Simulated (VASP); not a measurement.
CdSiN2, 4 atoms in the cell. The structure is tetragonal, space group P-4m2 (No. 115). The conventional cell has a = 3.063 Å, b = 3.063 Å, c = 5.138 Å, α = 90.00°, β = 90.00°, γ = 90.00°. Cd (site symmetry -4m2) has 4 N at 2.25 Å within 3.0 Å. N (site symmetry 2mm) has 2 Si at 1.79 Å and 2 Cd at 2.25 Å within 2.4 Å. Within 2.4 Å of Si (site symmetry -4m2) lie 4 N at 1.79 Å. 

```yaml
Program: VASP 6.6.1
Task: single point
Functional: PBE
Potentials_or_basis: VASP PAW PBE potentials, release 64 (Cd, N, Si)
Cutoff: 520 eV
k_mesh: 8 × 8 × 6
Occupations: fermi-dirac, width 0.02 eV
Spin: no spin polarisation
Dipole_correction: no
Further_INCAR_settings: ALGO = Normal; EDIFF = 1e-07; NBANDS = 21
```

Potentials or basis: VASP PAW PBE potentials, release 64 (Cd, N, Si).

The run is started by

```console
$ cat potpaw_PBE.64/Cd/POTCAR potpaw_PBE.64/N/POTCAR potpaw_PBE.64/Si/POTCAR > POTCAR
$ mpirun -np 1 vasp_std > vasp.out
```

Hardware: 1 thread of Intel(R) Xeon(R) 6975P-C (Granite Rapids), on a shared host.

Task: How long does it take, and how much memory?

Result: Run time: 18 s on 1 thread of Intel(R) Xeon(R) 6975P-C (Granite Rapids) (shared host), peak memory 0.19 GiB. Counts: scf iterations 15, k points 60.
